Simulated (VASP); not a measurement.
Here is a VASP 6.6.1 calculation.

INCAR

```
ALGO = Normal
EDIFF = 1E-6
EDIFFG = -0.04
ENCUT = 600
GGA = PE
IBRION = 2
ISIF = 3
ISMEAR = 0
LASPH = True
LCHARG = False
LREAL = False
LWAVE = False
NELM = 60
NSW = 90
PREC = Accurate
SIGMA = 0.1
```

The input KPOINTS:

```
k-points
0
Gamma
  6 6 4
```

Contents of POSCAR:

```
SnBiO2
1.0
    4.5383750400      0.0000000000      0.0000000000
   -2.2691875200      3.9303480800      0.0000000000
    0.0000000000      0.0000000000      4.8330574400
Sn Bi O
1 1 2
Direct
    0.0000000000      0.0000000000      0.5000000000
    0.0000000000      0.0000000000      0.0000000000
    0.3333333300      0.6666666700      0.0000000000
    0.6666666700      0.3333333300      0.0000000000
```

Potentials or basis: VASP PAW PBE potentials, release 64 (Sn_d, Bi_d, O).

Launch:

```bash
$ cat potpaw_PBE.64/Sn_d/POTCAR potpaw_PBE.64/Bi_d/POTCAR potpaw_PBE.64/O/POTCAR > POTCAR
$ mpirun -np 1 vasp_std > vasp.out
```

Problem. What does it give for the space group after relaxing (to 0.1 Å)?

Solution. P6/mmm (No. 191).

Problem. What does it give for the relaxed cell?

Solution. a = 4.032 Å, b = 4.032 Å, c = 6.116 Å, α = 90.00°, β = 90.00°, γ = 120.00°.

Final structure:
```cif
data_structure
_symmetry_space_group_name_H-M 'P 1'
_symmetry_Int_Tables_number 1
_cell_length_a 4.0316
_cell_length_b 4.0316
_cell_length_c 6.1164
_cell_angle_alpha 90.000
_cell_angle_beta 90.000
_cell_angle_gamma 120.000
_cell_volume 86.10
loop_
_atom_site_label
_atom_site_type_symbol
_atom_site_fract_x
_atom_site_fract_y
_atom_site_fract_z
_atom_site_occupancy
Sn1 Sn 0.00000 0.00000 0.50000 1
Bi1 Bi 0.00000 0.00000 0.00000 1
O1 O 0.33333 0.66667 0.00000 1
O2 O 0.66667 0.33333 0.00000 1
```

Caveat: a cell axis changed by over 15 % at a fixed basis, so the end point is rough; an odd number of electrons without spin polarisation forces a metal; a magnetic or distorted state may lie lower.
